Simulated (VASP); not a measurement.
# Be (Im-3m) in VASP: notebook

Be is run at these levels: LDA; tasks: relaxation of cell and atoms, single point.

Everything below comes from runs of VASP 6.6.1. Logs are shortened: lines on timing, memory, paths and dates and some standing lists are left out, and cuts for length are marked.

## Step 1: The cell of the first run

The structure is cubic, space group Im-3m (No. 229). Conventional cell: a = 2.074 Å, b = 2.074 Å, c = 2.074 Å, α = 90.00°, β = 90.00°, γ = 90.00°. Within 2.4 Å of Be (site symmetry m-3m) lie 14 Be at 1.80 to 2.07 Å.

## Step 2: Relaxation of cell and atoms, LDA, target pressure 160 GPa, at which the enthalpy is minimised

File INCAR:

```
PREC     = Accurate       # precision mode
ENCUT    = 600            # plane-wave cutoff, eV
EDIFF    = 1E-6           # SCF threshold, eV
ISMEAR   = -1             # smearing method
SIGMA    = 0.05           # smearing width, eV
LREAL    = F              # projectors in reciprocal space
LASPH    = T              # aspherical terms in the spheres
NELM     = 80             # most SCF steps
ALGO     = Normal         # electronic algorithm
ISIF     = 3              # what is computed and relaxed
LWAVE    = F              # write WAVECAR
LCHARG   = F              # write CHGCAR
IBRION   = 2              # ionic algorithm
NSW      = 32             # ionic steps
EDIFFG   = -0.005         # ionic threshold
PSTRESS  = 1600.0
```

File KPOINTS:

```
Automatic mesh
0
Gamma
  26 26 26
```

File POSCAR:

```
Be
1.0
   -1.0368005817      1.0368005817      1.0368005817
    1.0368005817     -1.0368005817      1.0368005817
    1.0368005817      1.0368005817     -1.0368005817
Be
1
Direct
    0.0000000000      0.0000000000      0.0000000000
```

Potentials or basis: VASP PAW LDA potentials, release 64 (Be).

Launch:

```sh
> cat potpaw_LDA.64/Be/POTCAR > POTCAR
> mpirun -np 1 vasp_std > vasp.out
```

OUTCAR:

```text
PREC = Accurate
   ENCUT = 600
   EDIFF = 1E-6
   ISMEAR = -1
   LREAL = F
   LASPH = T
   NELM = 80
   ISIF = 3
   IBRION = 2
   NSW = 32
   EDIFFG = -0.005
   PSTRESS = 1600.0

 ion  position               nearest neighbor table
   1  0.000  0.000  0.000-

  LATTYP: Found a body centered cubic cell.
 ALAT       =     2.0736011634

  Lattice vectors:

 A1 = (  -1.0368005817,   1.0368005817,   1.0368005817)
 A2 = (   1.0368005817,  -1.0368005817,   1.0368005817)
 A3 = (   1.0368005817,   1.0368005817,  -1.0368005817)

Analysis of symmetry for initial positions (statically):
=====================================================================
 Subroutine PRICEL returns:
 Original cell was already a primitive cell.

 Routine SETGRP: Setting up the symmetry group for a
 body centered cubic supercell.

 Subroutine GETGRP returns: Found 48 space group operations
 (whereof 48 operations were pure point group operations)
 out of a pool of 48 trial point group operations.

The static configuration has the point symmetry O_h .

Analysis of symmetry for dynamics (positions and initial velocities):
=====================================================================
 Subroutine PRICEL returns:
 Original cell was already a primitive cell.

 Routine SETGRP: Setting up the symmetry group for a
 body centered cubic supercell.

 Subroutine GETGRP returns: Found 48 space group operations
 (whereof 48 operations were pure point group operations)
 out of a pool of 48 trial point group operations.

The dynamic configuration has the point symmetry O_h .

 Subroutine INISYM returns: Found 48 space group operations
 (whereof 48 operations are pure point group operations),
 and found     1 'primitive' translations

----------------------------------------------------------------------------------------

                                     Primitive cell

  volume of cell :       4.4581

  direct lattice vectors                    reciprocal lattice vectors
    -1.036800582  1.036800582  1.036800582     0.000000000  0.482252816  0.482252816
     1.036800582 -1.036800582  1.036800582     0.482252816  0.000000000  0.482252816
     1.036800582  1.036800582 -1.036800582     0.482252816  0.482252816  0.000000000

  length of vectors
[... 80 lines left out ...]
   EDIFF  = 0.1E-05   stopping-criterion for ELM
   LREAL  =      F    real-space projection
   EDIFFG = -.5E-02   stopping-criterion for IOM
   NSW    =     32    number of steps for IOM
   IBRION =      2    ionic relax: 0-MD 1-quasi-New 2-CG
   NFREE  =      1    steps in history (QN), initial steepest desc. (CG)
   ISIF   =      3    stress and relaxation
   ISYM   =      2    0-nonsym 1-usesym 2-fastsym
   POTIM  = 0.5000    time-step for ionic-motion
   TEBEG  =    0.0;   TEEND  =   0.0 temperature during run
   PSTRESS= 1600.0 pullay stress
   NELECT =       2.0000    total number of electrons
   NUPDOWN=      -1.0000    fix difference up-down
   EMIN   =  10.00;   EMAX   =-10.00  energy-range for DOS
   EFERMI =   0.00;   METHOD = LEGACY
   ISMEAR =    -1;   SIGMA  =   0.05  broadening in eV -4-tet -1-fermi 0-gaus
   EFERMI_NEDOS =   21; number of points for ismear=-14 and -15
   IALGO  =     38    algorithm
   IMIX   =      4    mixing-type and parameters
     AMIX     =   0.40;   BMIX     =  1.00
     AMIX_MAG =   1.60;   BMIX_MAG =  1.00
  volume/ion in A,a.u.               =       4.46        30.08
  Fermi-wavevector in a.u.,A,eV,Ry     =   1.253246  2.368291 21.369652  1.570625
  Thomas-Fermi vector in A             =   2.387108
   LORBIT       =      0    0 simple, 1 ext, 2 COOP (PROOUT), +10 PAW based schemes
   GGA     = CA    functional components
   LHFCALC =     F    Hartree Fock is set to
   AEXX    =    0.0000 exact exchange contribution
   IVDW    =     0    specifies the selected vdW correction
   LEPSILON=     F    determine dielectric tensor
   LRPA    =     F    only Hartree local field effects (RPA)
 conjugate gradient relaxation of ions
 non-spin polarized calculation
  energy-cutoff  :      600.00
  volume of cell :        4.46
 maximum number of plane-waves:       164
   NGX =  7   NGY =  7   NGZ =  7

--------------------------------------- Ionic step        1  -------------------------------------------

 number of electron       2.0000000 magnetization

 Free energy of the ion-electron system (eV)
  ---------------------------------------------------
  ext. energy  EPLUGINS =         0.00000000
  ---------------------------------------------------
  free energy    TOTEN  =        -3.07010097 eV

  energy without entropy =       -3.06983407  energy(sigma->0) =       -3.06996752

------------------------ aborting loop because EDIFF is reached ----------------------------------------

  FORCE on cell =-STRESS in cart. coord.  units (eV):
  Direction    XX          YY          ZZ          XY          YZ          ZX
  --------------------------------------------------------------------------------------
  -------------------------------------------------------------------------------------
  Total        4.5063536      4.5063536      4.5063536     -0.0000000      0.0000000      0.0000000
  in kB     1619.5343428   1619.5343428   1619.5343428     -0.0000000      0.0000000      0.0000000
  external PRESSURE =      19.5343428 kB  Pullay stress =    1600.0000000 kB
[... 61 lines left out ...]
--------------------------------------- Ionic step        3  -------------------------------------------

 number of electron       2.0000000 magnetization

 Free energy of the ion-electron system (eV)
  ---------------------------------------------------
  ext. energy  EPLUGINS =         0.00000000
  ---------------------------------------------------
  free energy    TOTEN  =        -3.08527597 eV

  energy without entropy =       -3.08500862  energy(sigma->0) =       -3.08514229

 E-fermi :  13.4518     XC(G=0): -12.6648

 val. band max:       13.2526076453   @ k =   0.2692   0.2692   0.1538
 cond. band min:      13.4754182403   @ k =   0.3462   0.2692   0.0000
 fundamental gap:      0.2228105950
 Fermi energy:        13.4517795587

 k-point     1 :       0.0000    0.0000    0.0000
  band No.  band energies     occupation
      1      -1.8174      2.00000
      2      43.4917      0.00000
      3      43.4917      0.00000
      4      43.4917      0.00000
      5      57.7074      0.00000
[... 177 lines left out ...]
 k-point    24 :       0.3846    0.0385   -0.0000
  band No.  band energies     occupation
      1       4.2219      2.00000
      2      19.0147      0.00000
      3      32.7113      0.00000
      4      36.3973      0.00000
      5      44.1559      0.00000

 [... further k-points ...]
[... 5 lines left out ...]
  --------------------------------------------------------------------------------------
  -------------------------------------------------------------------------------------
  Total        4.4669246      4.4669246      4.4669246      0.0000000      0.0000000      0.0000000
  in kB     1599.9433539   1599.9433539   1599.9433539      0.0000000      0.0000000      0.0000000
  external PRESSURE =      -0.0566461 kB  Pullay stress =    1600.0000000 kB
[... 20 lines left out ...]
  energy  without entropy=       -3.0850086153  energy(sigma->0) =       -3.08514229

  enthalpy is  TOTEN    =         1.3818067615 eV   P V=        4.4670827346

 reached required accuracy - stopping structural energy minimisation
```

It took 4.3 s on 1 thread of Intel Xeon 6975P-C (Granite Rapids), shared host; peak memory 0.12 GiB.

What came out:

```
Free energy                                            : -3.0853 eV
Relaxed volume                                         : 4.47 Å³/atom
Relaxed cell                                           : a = 1.798 Å, b = 1.798 Å, c = 1.798 Å, α = 109.47°, β = 109.47°, γ = 109.47°
Space group after relaxing (to 0.05 Å)                 : Im-3m (No. 229)
Energy change on relaxing (the enthalpy is what falls) : -15.2 meV/atom
Ionic steps                                            : 3
Pressure after relaxing                                : 160.0 GPa
Band gap on the k mesh                                 : zero (band 1 reaches 19.53 eV, above the bottom of band 2 at 11.30 eV)
```

Step by step:
| step | energy change (eV) | largest force (eV/Å) | pressure (GPa) | volume (Å³) |
| --- | --- | --- | --- | --- |
| 1 | 0.0000 | 0.0000 | 161.95 | 4.46 |
| 2 | -0.0350 | 0.0000 | 157.43 | 4.49 |
| 3 | -0.0152 | 0.0000 | 159.99 | 4.47 |

Final structure:
```
CELL_PARAMETERS angstrom
-1.03797 1.03797 1.03797
1.03797 -1.03797 1.03797
1.03797 1.03797 -1.03797
ATOMIC_POSITIONS crystal
Be 0.00000 0.00000 0.00000
```

Levels at points of the mesh, in eV from the Fermi level:
```
           k point  band 1  band 2  band 3  band 4
(0.00, 0.00, 0.00)  -15.27   30.04   30.04   30.04
(0.50, 0.00, 0.00)   -7.88    2.98   18.85   23.26
(0.50, 0.50, 0.50)    6.08    6.08    6.08   13.28
```

Caveat: the cell is relaxed towards a set pressure, so the enthalpy falls and the energy may rise.

## Step 3: Relaxation of cell and atoms, LDA, target pressure 160 GPa, at which the enthalpy is minimised

This run uses another cell than the first one, of 4.51 Å³/atom, 1.011 times its volume.

File INCAR:

```
ALGO = Normal
EDIFF = 1E-6
EDIFFG = -0.005
ENCUT = 600
IBRION = 2
ISIF = 3
ISMEAR = -1
LASPH = True
LCHARG = False
LREAL = False
LWAVE = False
NELM = 100
NSW = 60
PREC = Accurate
PSTRESS = 1600.0
SIGMA = 0.05
```

File KPOINTS:

```
k-points
0
Gamma
  26 26 26
```

File POSCAR:

```
Be
1.0
   -1.0405343071      1.0405343071      1.0405343071
    1.0405343071     -1.0405343071      1.0405343071
    1.0405343071      1.0405343071     -1.0405343071
Be
1
Direct
    0.0000000000      0.0000000000      0.0000000000
```

Potentials or basis: VASP PAW LDA potentials, release 64 (Be).

Launch:

```sh
> cat potpaw_LDA.64/Be/POTCAR > POTCAR
> mpirun -np 1 vasp_std > vasp.out
```

It took 4.7 s on 1 thread of Intel Xeon 6975P-C (Granite Rapids), shared host; peak memory 0.12 GiB.

It converged, with:

```yaml
Free_energy: -3.0854 eV
Relaxed_volume: 4.47 Å³/atom
Relaxed_cell: a = 1.798 Å, b = 1.798 Å, c = 1.798 Å, α = 109.47°, β = 109.47°, γ = 109.47°
Space_group_after_relaxing_to_0.05_Å: Im-3m (No. 229)
Energy_change_on_relaxing_the_enthalpy_is_what_falls: +32.6 meV/atom
Ionic_steps: 3
Pressure_after_relaxing: 160.0 GPa
Band_gap_on_the_k_mesh: zero (band 1 reaches 19.53 eV, above the bottom of band 2 at 11.30 eV)
```

The path:
```
step  energy change (eV)  largest force (eV/Å)  pressure (GPa)  volume (Å³)
   1              0.0000                0.0000          155.77         4.51
   2              0.0774                0.0000          165.75         4.43
   3              0.0326                0.0000          159.98         4.47
```

Final structure:
```yaml
crystal:
  lattice:
    - [-1.03798, 1.03798, 1.03798]
    - [1.03798, -1.03798, 1.03798]
    - [1.03798, 1.03798, -1.03798]
  atoms:
    - { symbol: Be, position: [0.00000, 0.00000, 0.00000] }
```

Levels at points of the mesh, in eV from the Fermi level:
| k point | band 1 | band 2 | band 3 | band 4 | band 5 |
| --- | --- | --- | --- | --- | --- |
| (0.00, 0.00, 0.00) | -15.27 | 30.04 | 30.04 | 30.04 | 44.26 |
| (0.50, 0.00, 0.00) | -7.88 | 2.98 | 18.85 | 23.26 | 28.94 |
| (0.50, 0.50, 0.50) | 6.08 | 6.08 | 6.08 | 13.28 | 13.28 |

Caveat: the cell is relaxed towards a set pressure, so the enthalpy falls and the energy may rise.

(Part 1 of 3 ends here.)
